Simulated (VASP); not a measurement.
# Mg (Fm-3m) in VASP: notebook, part 2 of 2

VASP 6.6.1. The steps go on from the part before.

### 4 Single point, LDA

INCAR reads:

```
SYSTEM = Mg
ALGO = Normal
EDIFF = 1E-6
ENCUT = 600
GGA_COMPAT = .FALSE.
ISIF = 2
ISMEAR = -1
LASPH = .TRUE.
LCHARG = .FALSE.
LREAL = .FALSE.
LWAVE = .FALSE.
NBANDS = 7
NELM = 120
PREC = Accurate
SIGMA = 0.08
```

KPOINTS reads:

```
k-points
0
G
  18 18 18
  0 0 0
```

POSCAR reads:

```
Mg
1.0
    0.0000000000      1.8713555340      1.8713555340
    1.8713555340      0.0000000000      1.8713555340
    1.8713555340      1.8713555340      0.0000000000
Mg
1
Direct
    0.0000000000      0.0000000000      0.0000000000
```

Potentials or basis: VASP PAW LDA potentials, release 64 (Mg).

The run is started by

```sh
$ cat potpaw_LDA.64/Mg/POTCAR > POTCAR
$ mpirun -np 1 vasp_std > vasp.out
```

OUTCAR:

```text
SYSTEM = Mg
   EDIFF = 1E-6
   ENCUT = 600
   ISIF = 2
   ISMEAR = -1
   LASPH = .TRUE.
   LREAL = .FALSE.
   NELM = 120
   PREC = Accurate

 ion  position               nearest neighbor table
   1  0.000  0.000  0.000-

  LATTYP: Found a face centered cubic cell.
 ALAT       =     3.7427110680

  Lattice vectors:

 A1 = (   0.0000000000,   1.8713555340,   1.8713555340)
 A2 = (   1.8713555340,   0.0000000000,   1.8713555340)
 A3 = (   1.8713555340,   1.8713555340,   0.0000000000)

Analysis of symmetry for initial positions (statically):
=====================================================================
 Subroutine PRICEL returns:
 Original cell was already a primitive cell.

 Routine SETGRP: Setting up the symmetry group for a
 face centered cubic supercell.

 Subroutine GETGRP returns: Found 48 space group operations
 (whereof 48 operations were pure point group operations)
 out of a pool of 48 trial point group operations.

The static configuration has the point symmetry O_h .

Analysis of symmetry for dynamics (positions and initial velocities):
=====================================================================
 Subroutine PRICEL returns:
 Original cell was already a primitive cell.

 Routine SETGRP: Setting up the symmetry group for a
 face centered cubic supercell.

 Subroutine GETGRP returns: Found 48 space group operations
 (whereof 48 operations were pure point group operations)
 out of a pool of 48 trial point group operations.

The dynamic configuration has the point symmetry O_h .

 Subroutine INISYM returns: Found 48 space group operations
 (whereof 48 operations are pure point group operations),
 and found     1 'primitive' translations

----------------------------------------------------------------------------------------

                                     Primitive cell

[... 106 lines left out ...]
   IMIX   =      4    mixing-type and parameters
     AMIX     =   0.40;   BMIX     =  1.00
     AMIX_MAG =   1.60;   BMIX_MAG =  1.00
  volume/ion in A,a.u.               =      13.11        88.45
  Fermi-wavevector in a.u.,A,eV,Ry     =   0.874820  1.653169 10.412667  0.765309
  Thomas-Fermi vector in A             =   1.994404
   LORBIT       =      0    0 simple, 1 ext, 2 COOP (PROOUT), +10 PAW based schemes
   GGA     = CA    functional components
   LHFCALC =     F    Hartree Fock is set to
   AEXX    =    0.0000 exact exchange contribution
   IVDW    =     0    specifies the selected vdW correction
   LEPSILON=     F    determine dielectric tensor
   LRPA    =     F    only Hartree local field effects (RPA)
 non-spin polarized calculation
  energy-cutoff  :      600.00
  volume of cell :       13.11
 maximum number of plane-waves:       448
 NGX is ok and might be reduce to    24
   NGX = 11   NGY = 11   NGZ = 11

 number of electron       2.0000000 magnetization

 Free energy of the ion-electron system (eV)
  ---------------------------------------------------
  ext. energy  EPLUGINS =         0.00000000
  ---------------------------------------------------
  free energy    TOTEN  =        -0.86471268 eV

  energy without entropy =       -0.85758055  energy(sigma->0) =       -0.86114661

 E-fermi :   6.1781     XC(G=0): -10.6886

 val. band max:        6.1509952241   @ k =  -0.4444   0.4444   0.0000
 cond. band min:       6.1788778286   @ k =  -0.3889   0.3333   0.0000
 fundamental gap:      0.0278826045
 Fermi energy:         6.1781344921

 k-point     1 :       0.0000    0.0000    0.0000
  band No.  band energies     occupation
      1      -3.4865      2.00000
      2      22.3260      0.00000
      3      22.3260      0.00000
      4      22.3260      0.00000
      5      25.7629      0.00000
      6      27.9222      0.00000
      7      27.9222      0.00000
[... 221 lines left out ...]
 k-point    24 :      -0.2222    0.0556    0.0000
  band No.  band energies     occupation
      1      -1.5483      2.00000
      2      13.3157      0.00000
      3      19.7497      0.00000
      4      22.4098      0.00000
      5      25.5326      0.00000
      6      25.7562      0.00000
      7      27.4342      0.00000

 [... further k-points ...]

------------------------ aborting loop because EDIFF is reached ----------------------------------------

  FORCE on cell =-STRESS in cart. coord.  units (eV):
  Direction    XX          YY          ZZ          XY          YZ          ZX
  --------------------------------------------------------------------------------------
  -------------------------------------------------------------------------------------
  Total        4.3625278      4.3625278      4.3625278      0.0000000      0.0000000      0.0000000
  in kB      533.2733409    533.2733409    533.2733409      0.0000000      0.0000000      0.0000000
  external PRESSURE =     533.2733409 kB  Pullay stress =       0.0000000 kB

 VOLUME and BASIS-vectors are now :
 -----------------------------------------------------------------------------
  energy-cutoff  :      600.00
  volume of cell :       13.11
      direct lattice vectors                 reciprocal lattice vectors
     0.000000000  1.871355534  1.871355534    -0.267186000  0.267186000  0.267186000
     1.871355534  0.000000000  1.871355534     0.267186000 -0.267186000  0.267186000
     1.871355534  1.871355534  0.000000000     0.267186000  0.267186000 -0.267186000

 POSITION                                       TOTAL-FORCE (eV/Angst)
 -----------------------------------------------------------------------------------
      0.00000      0.00000      0.00000         0.000000      0.000000      0.000000
 -----------------------------------------------------------------------------------
    total drift:                               -0.000000      0.000000     -0.000000

  FREE ENERGIE OF THE ION-ELECTRON SYSTEM (eV)
  ---------------------------------------------------
  free  energy   TOTEN  =        -0.8647126804 eV

  energy  without entropy=       -0.8575805460  energy(sigma->0) =       -0.86114661
```

Wall time 12 s (1 thread of AMD EPYC 9R45 (Zen 5), shared host); peak memory 0.11 GiB.

Results:

- Free energy: -0.8647 eV
- Pressure: 53.3 GPa
- Band gap on the k mesh: zero (band 1 reaches 7.60 eV, above the bottom of band 2 at 4.86 eV)

### 5 Single point, LDA

This run uses another cell than the first one, of 21.78 Å³/atom, 1.658 times its volume.

INCAR reads:

```
ALGO     = Normal         # electronic algorithm
EDIFF    = 1E-6           # SCF threshold, eV
ENCUT    = 600            # plane-wave cutoff, eV
GGA      = CA             # functional
GGA_COMPAT= F            
ISIF     = 2              # what is computed and relaxed
ISMEAR   = -1             # smearing method
LASPH    = T              # aspherical terms in the spheres
LCHARG   = T              # write CHGCAR
LELF     = T              # ELF
LREAL    = F              # projectors in reciprocal space
LVHAR    = T            
LWAVE    = F              # write WAVECAR
NBANDS   = 7              # bands
NELM     = 120            # most SCF steps
PREC     = Accurate       # precision mode
SIGMA    = 0.08           # smearing width, eV
```

KPOINTS reads:

```
k-points
0
Gamma
  15 15 15
```

POSCAR reads:

```
Mg
1.0
    0.0000000000      2.2164113075      2.2164113075
    2.2164113075      0.0000000000      2.2164113075
    2.2164113075      2.2164113075      0.0000000000
Mg
1
Direct
    0.0000000000      0.0000000000      0.0000000000
```

The run is started by

```sh
$ cat potpaw_LDA.64/Mg/POTCAR > POTCAR
$ mpirun -np 1 vasp_std > vasp.out
```

Run time: 13 s. Hardware: 1 thread of AMD EPYC 9R45 (Zen 5), shared host; peak memory 0.12 GiB.

Results (log left out):

* Free energy: -1.8006 eV
* Pressure: -0.3 GPa
* Band gap on the k mesh: zero (band 1 reaches 3.89 eV, above the bottom of band 2 at 1.61 eV)

Levels at points of the mesh, in eV from the Fermi level:
| k point | band 1 | band 2 | band 3 | band 4 |
| --- | --- | --- | --- | --- |
| (0.00, 0.00, 0.00) | -7.11 | 12.66 | 12.66 | 12.66 |

### 6 Relaxation of cell and atoms, LDA, target pressure 53 GPa, at which the enthalpy is minimised

This run uses another cell than the first one, of 13.10 Å³/atom, 0.998 times its volume.

INCAR reads:

```
  PREC = Accurate
  ENCUT = 600
  EDIFF = 1E-7
  ISMEAR = -1
  SIGMA = 0.08
  LREAL = F
  LASPH = T
  NELM = 120
  ALGO = Normal
  ISIF = 3
  LWAVE = F
  LCHARG = F
  GGA = CA
  IBRION = 2
  NSW = 32
  EDIFFG = -0.005
  PSTRESS = 530.0
  GGA_COMPAT = F
  NELMIN = 4
```

KPOINTS reads:

```
Automatic mesh
0
Gamma
  18 18 18
```

POSCAR reads:

```
Mg
1.0
    0.0000000000      1.8710258030      1.8710258030
    1.8710258030      0.0000000000      1.8710258030
    1.8710258030      1.8710258030      0.0000000000
Mg
1
Direct
    0.0000000000      0.0000000000      0.0000000000
```

Potentials or basis: VASP PAW LDA potentials, release 64 (Mg).

The run is started by

```sh
$ cat potpaw_LDA.64/Mg/POTCAR > POTCAR
$ mpirun -np 1 vasp_std > vasp.out
```

OUTCAR:

```text
PREC = Accurate
   ENCUT = 600
   EDIFF = 1E-7
   ISMEAR = -1
   LREAL = F
   LASPH = T
   NELM = 120
   ISIF = 3
   GGA = CA
   IBRION = 2
   NSW = 32
   EDIFFG = -0.005
   PSTRESS = 530.0
   NELMIN = 4

 ion  position               nearest neighbor table
   1  0.000  0.000  0.000-

  LATTYP: Found a face centered cubic cell.
 ALAT       =     3.7420516060

  Lattice vectors:

 A1 = (   0.0000000000,   1.8710258030,   1.8710258030)
 A2 = (   1.8710258030,   0.0000000000,   1.8710258030)
 A3 = (   1.8710258030,   1.8710258030,   0.0000000000)

Analysis of symmetry for initial positions (statically):
=====================================================================
 Subroutine PRICEL returns:
 Original cell was already a primitive cell.

 Routine SETGRP: Setting up the symmetry group for a
 face centered cubic supercell.

 Subroutine GETGRP returns: Found 48 space group operations
 (whereof 48 operations were pure point group operations)
 out of a pool of 48 trial point group operations.

The static configuration has the point symmetry O_h .

Analysis of symmetry for dynamics (positions and initial velocities):
=====================================================================
 Subroutine PRICEL returns:
 Original cell was already a primitive cell.

 Routine SETGRP: Setting up the symmetry group for a
 face centered cubic supercell.

 Subroutine GETGRP returns: Found 48 space group operations
 (whereof 48 operations were pure point group operations)
 out of a pool of 48 trial point group operations.

The dynamic configuration has the point symmetry O_h .

 Subroutine INISYM returns: Found 48 space group operations
 (whereof 48 operations are pure point group operations),
 and found     1 'primitive' translations

[... 117 lines left out ...]
   GGA     = CA    functional components
   LHFCALC =     F    Hartree Fock is set to
   AEXX    =    0.0000 exact exchange contribution
   IVDW    =     0    specifies the selected vdW correction
   LEPSILON=     F    determine dielectric tensor
   LRPA    =     F    only Hartree local field effects (RPA)
 conjugate gradient relaxation of ions
 non-spin polarized calculation
  energy-cutoff  :      600.00
  volume of cell :       13.10
 maximum number of plane-waves:       448
 NGX is ok and might be reduce to    24
   NGX = 11   NGY = 11   NGZ = 11

--------------------------------------- Ionic step        1  -------------------------------------------

 number of electron       2.0000000 magnetization

 Free energy of the ion-electron system (eV)
  ---------------------------------------------------
  ext. energy  EPLUGINS =         0.00000000
  ---------------------------------------------------
  free energy    TOTEN  =        -0.86240438 eV

  energy without entropy =       -0.85527371  energy(sigma->0) =       -0.85883904

------------------------ aborting loop because EDIFF is reached ----------------------------------------

  FORCE on cell =-STRESS in cart. coord.  units (eV):
  Direction    XX          YY          ZZ          XY          YZ          ZX
  --------------------------------------------------------------------------------------
  -------------------------------------------------------------------------------------
  Total        4.3692932      4.3692932      4.3692932     -0.0000000      0.0000000      0.0000000
  in kB      534.3827624    534.3827624    534.3827624     -0.0000000      0.0000000      0.0000000
  external PRESSURE =       4.3827624 kB  Pullay stress =     530.0000000 kB
[... 61 lines left out ...]
--------------------------------------- Ionic step        3  -------------------------------------------

 number of electron       2.0000000 magnetization

 Free energy of the ion-electron system (eV)
  ---------------------------------------------------
  ext. energy  EPLUGINS =         0.00000000
  ---------------------------------------------------
  free energy    TOTEN  =        -0.87153349 eV

  energy without entropy =       -0.86439699  energy(sigma->0) =       -0.86796524

 E-fermi :   6.1649     XC(G=0): -10.6824

 val. band max:        6.1370444578   @ k =  -0.4444   0.4444   0.0000
 cond. band min:       6.1667657229   @ k =  -0.3889   0.3333   0.0000
 fundamental gap:      0.0297212651
 Fermi energy:         6.1649266416

 k-point     1 :       0.0000    0.0000    0.0000
  band No.  band energies     occupation
      1      -3.4911      2.00000
      2      22.3009      0.00000
      3      22.3009      0.00000
      4      22.3009      0.00000
      5      25.7346      0.00000
[... 177 lines left out ...]
 k-point    24 :      -0.2222    0.0556    0.0000
  band No.  band energies     occupation
      1      -1.5548      2.00000
      2      13.2969      0.00000
      3      19.7250      0.00000
      4      22.3842      0.00000
      5      25.5018      0.00000

 [... further k-points ...]

------------------------ aborting loop because EDIFF is reached ----------------------------------------

  FORCE on cell =-STRESS in cart. coord.  units (eV):
  Direction    XX          YY          ZZ          XY          YZ          ZX
  --------------------------------------------------------------------------------------
  -------------------------------------------------------------------------------------
  Total        4.3424400      4.3424400      4.3424400      0.0000000      0.0000000      0.0000000
  in kB      529.9865890    529.9865890    529.9865890      0.0000000      0.0000000      0.0000000
  external PRESSURE =      -0.0134110 kB  Pullay stress =     530.0000000 kB
[... 20 lines left out ...]
  energy  without entropy=       -0.8643969926  energy(sigma->0) =       -0.86796524

  enthalpy is  TOTEN    =         3.4710163754 eV   P V=        4.3425498664

 reached required accuracy - stopping structural energy minimisation
```

OSZICAR:

```text
N       E                     dE             d eps       ncg     rms          rms(c)
DAV:   1     0.460859944428E+00    0.46086E+00   -0.10486E+03  2200   0.333E+02
DAV:   2    -0.900035915449E+00   -0.13609E+01   -0.12808E+01  2740   0.219E+01
DAV:   3    -0.905810057790E+00   -0.57741E-02   -0.57626E-02  2340   0.165E+00
DAV:   4    -0.905822323668E+00   -0.12266E-04   -0.12266E-04  2450   0.627E-02
[... 14 lines left out ...]
       N       E                     dE             d eps       ncg     rms          rms(c)
DAV:   1    -0.871535152204E+00    0.13339E-01   -0.14681E-04  2140   0.816E-02    0.427E-03
DAV:   2    -0.871534109861E+00    0.10423E-05   -0.58403E-07  2210   0.681E-03    0.264E-03
DAV:   3    -0.871533493107E+00    0.61675E-06   -0.96915E-08  2185   0.256E-03    0.140E-04
DAV:   4    -0.871533490996E+00    0.21110E-08   -0.71622E-10  1040   0.191E-04
   3 F= 0.34710164E+01 E0= 0.34745846E+01  d E =-.374613E-04
```

CONTCAR:

```text
Mg
   1.00000000000000
    -0.0000000000000000    1.8723333676825125    1.8723333676825125
     1.8723333676825122    0.0000000000000000    1.8723333676825125
     1.8723333676825122    1.8723333676825125    0.0000000000000000
  Mg
     1
Direct
     0.0000000000000000    0.0000000000000000    0.0000000000000000

  0.00000000E+00  0.00000000E+00  0.00000000E+00
```

Wall time 14 s (1 thread of AMD EPYC 9R45 (Zen 5), shared host); peak memory 0.11 GiB.

What came out:

```
Free energy                                            : -0.8715 eV
Relaxed volume                                         : 13.13 Å³/atom
Relaxed cell                                           : a = 2.648 Å, b = 2.648 Å, c = 2.648 Å, α = 60.00°, β = 60.00°, γ = 60.00°
Space group after relaxing (to 0.05 Å)                 : Fm-3m (No. 225)
Energy change on relaxing (the enthalpy is what falls) : -9.1 meV/atom
Ionic steps                                            : 3
Pressure after relaxing                                : 53.0 GPa
Band gap on the k mesh                                 : zero (band 1 reaches 7.59 eV, above the bottom of band 2 at 4.84 eV)
```

Step by step:
```
step  energy change (eV)  largest force (eV/Å)  pressure (GPa)  volume (Å³)
   1              0.0000                0.0000           53.44        13.10
   2             -0.0225                0.0000           52.36        13.17
   3             -0.0091                0.0000           53.00        13.13
```

Final structure:
```cif
data_structure
_symmetry_space_group_name_H-M 'P 1'
_symmetry_Int_Tables_number 1
_cell_length_a 2.6479
_cell_length_b 2.6479
_cell_length_c 2.6479
_cell_angle_alpha 60.000
_cell_angle_beta 60.000
_cell_angle_gamma 60.000
_cell_volume 13.13
loop_
_atom_site_label
_atom_site_type_symbol
_atom_site_fract_x
_atom_site_fract_y
_atom_site_fract_z
_atom_site_occupancy
Mg1 Mg 0.00000 0.00000 0.00000 1
```

Caveat: the cell is relaxed towards a set pressure, so the enthalpy falls and the energy may rise.

### 7 Summary

| task | cell | k mesh | gap on the mesh (eV) | pressure (GPa) |
| --- | --- | --- | --- | --- |
| single point | a = 2.648 Å, angles 60.0°, 1 atom | 18 × 18 × 18 | none | 52.9 |
| single point | a = 2.646 Å, angles 60.0°, 1 atom | 18 × 18 × 18 | none | 53.3 |
| single point | a = 3.134 Å, angles 60.0°, 1 atom | 15 × 15 × 15 | none | -0.3 |
| relaxation of cell and atoms | relaxed to 53 GPa from a = 2.646 Å, angles 60.0°, 1 atom | 18 × 18 × 18 | none | 53.0 |

Alike in all rows: level LDA; potentials or basis VASP PAW LDA potentials, release 64 (Mg); no spin polarisation; cutoff (eV) 600; smearing fermi-dirac 0.08 eV.

Caveats: the cell is relaxed towards a set pressure, so the enthalpy falls and the energy may rise (some runs).

Total energies depend on the potentials used, so only differences within one code and one set of settings carry meaning.
